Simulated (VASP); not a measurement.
Input of a VASP 6.6.1 run:

INCAR

```
PREC     = Accurate       # precision mode
ENCUT    = 520            # plane-wave cutoff, eV
EDIFF    = 1E-6           # SCF threshold, eV
ISMEAR   = 0              # smearing method
SIGMA    = 0.1            # smearing width, eV
LREAL    = F              # projectors in reciprocal space
LASPH    = T              # aspherical terms in the spheres
NELM     = 60             # most SCF steps
ALGO     = Fast           # electronic algorithm
ISIF     = 2              # what is computed and relaxed
LWAVE    = F              # write WAVECAR
LCHARG   = F              # write CHGCAR
GGA      = PE             # functional
NBANDS   = 18             # bands
```

File KPOINTS:

```
regular mesh
0
Gamma
  14 14 10
```

The input POSCAR:

```
Au
1.0
    2.8837264937     -0.0179409051      0.3703881794
   -0.0312397660      2.8818635446      0.3837634136
   -0.5077873203     -0.5285594680      3.9278707968
Au
2
Direct
    0.2500000000      0.2500000000      0.7500000000
    0.7500000000      0.7500000000      0.2500000000
```

Potentials or basis: VASP PAW PBE potentials, release 64 (Au).

Launch:

```sh
$ cat potpaw_PBE.64/Au/POTCAR > POTCAR
$ mpirun -np 1 vasp_std > vasp.out
```

Question: Predict the pressure.

Answer: 10.2 GPa.

Question: What does it give for the band gap on the k mesh?

Answer: Zero (band 11 reaches 14.24 eV, above the bottom of band 12 at 6.90 eV).

Stress tensor (GPa, compression positive):
```
10.17  0.00 -0.01
 0.00 10.17 -0.01
-0.01 -0.01 10.24
```

Caveat: spin-orbit coupling is left out, which moves the levels of the heavy elements.
